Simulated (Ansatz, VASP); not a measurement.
## AlP in VASP and in Ansatz

```
Al P
1.0
     0.00000    2.82143    2.82143
     2.82143    0.00000    2.82143
     2.82143    2.82143    0.00000
Al P
1 1
Cartesian
  0.0000 0.0000 0.0000
  1.4107 1.4107 1.4107
```

Change from the starting cell: hydrostatic strain +3.0%.

Alike in both runs: task single point; functional PBE; k mesh 8 × 8 × 8; occupations fermi-dirac, width 0.02 eV; no spin polarisation.

|  | VASP | Ansatz |
| --- | --- | --- |
| version | VASP 6.6.1 | Ansatz 0.2.0 |
| potentials or method | VASP PAW PBE potentials, release 64 (Al, P) | plane waves, PAW |
| plane-wave cutoff (eV) | 500 | 420 |
| valence electrons in the cell | 8 | 8 |

```csv
,VASP,Ansatz,Ansatz less VASP
gap on the k mesh at the Fermi level (eV),1.76,1.76,+0.002
pressure (GPa),-5.2,-5.2,+0.08
```
